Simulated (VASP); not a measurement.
# BaS: single point with HSE06

Crystal: BaS.

```xyz
2
Lattice="0.0000 3.1938 3.1938 3.1938 0.0000 3.1938 3.1938 3.1938 0.0000" Properties=species:S:1:pos:R:3 pbc="T T T"
Ba    0.0000    0.0000    0.0000
S     3.1938    3.1938    3.1938
```

| Item | Value |
| --- | --- |
| Program | VASP 6.6.1 |
| Task | single point |
| Functional | HSE06 |
| Potentials or basis | VASP PAW PBE potentials, release 64 (Ba_sv, S) |
| Cutoff | 520 eV |
| k mesh | 4 × 4 × 4 |
| Occupations | fermi-dirac, width 0.05 eV |
| Spin | no spin polarisation |
| Dipole correction | no |
| Grid for exact exchange (PRECFOCK) | Normal |
| Further INCAR settings | ALGO = Normal; EDIFF = 1e-07; NBANDS = 15 |
| Share of exact exchange | 0.25 |
| Screening parameter | 0.2079 1/Å |

```
Pressure               : 1.0 GPa
Band gap on the k mesh : 3.02 eV (least direct gap 3.18 eV)
```

Levels at points of the mesh, in eV from the valence-band top:
```csv
k point,band 4,band 5,band 6,band 7,band 8,band 9,band 10,band 11,band 12,band 13
"(0.00, 0.00, 0.00)",-11.81,-11.43,0.00,0.00,0.00,4.58,4.92,4.92,4.92,5.87
"(0.50, 0.00, 0.00)",-11.84,-9.89,-2.07,-1.15,-1.15,6.65,6.71,7.55,7.55,10.12
"(0.50, 0.50, 0.00)",-12.02,-11.33,-0.59,-0.16,-0.16,3.02,7.10,7.20,8.82,8.82
```

Run time: 9.2 min on 1 thread of Intel(R) Xeon(R) Platinum 8375C CPU @ 2.90GHz (Ice Lake) (shared host), peak memory 0.31 GiB.

Caveat: the k points lie up to 0.43 Å⁻¹ apart; the PAW data sets were made with another functional, which shifts forces and pressure a little; spin-orbit coupling is left out, which moves the levels of the heavy elements. A k mesh can miss the band edges.
